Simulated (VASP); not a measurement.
Hf: single point with LDA

Crystal: Hf.

```xyz
1
Lattice="0.0000 2.2642 2.2642 2.2642 0.0000 2.2642 2.2642 2.2642 0.0000" Properties=species:S:1:pos:R:3 pbc="T T T"
Hf    0.0000    0.0000    0.0000
```

This cell differs from its parent crystal: volume scaled by 1.12.

| Property | Result |
| --- | --- |
| Program | VASP 6.6.1 |
| Task | single point |
| Functional | LDA |
| Potentials or basis | VASP PAW LDA potentials, release 64 (Hf_pv) |
| Cutoff | 520 eV |
| k mesh | 14 × 14 × 14 |
| Occupations | fermi-dirac, width 0.1 eV |
| Spin | no spin polarisation |
| Dipole correction | no |
| Further INCAR settings | ALGO = Normal; EDIFF = 1e-06; NBANDS = 11 |

The pressure is -10.6 GPa. The band gap on the k mesh is zero (band 5 reaches 5.67 eV, above the bottom of band 6 at 3.74 eV).

Levels at points of the mesh, in eV from the Fermi level:
| k point | band 3 | band 4 | band 5 | band 6 | band 7 | band 8 |
| --- | --- | --- | --- | --- | --- | --- |
| (0.00, 0.00, 0.00) | -30.00 | -7.03 | 1.30 | 1.30 | 1.30 | 3.92 |
| (0.50, 0.00, 0.00) | -30.10 | -3.53 | 0.61 | 1.09 | 1.09 | 5.95 |
| (0.50, 0.50, 0.00) | -30.26 | -3.11 | -2.03 | 2.46 | 5.94 | 6.55 |

Wall time 17 s on 1 thread of AMD EPYC 7R43 64-Core Processor (Zen 3), on a shared host, peak memory 0.11 GiB.

Caveat: spin-orbit coupling is left out, which moves the levels of the heavy elements.
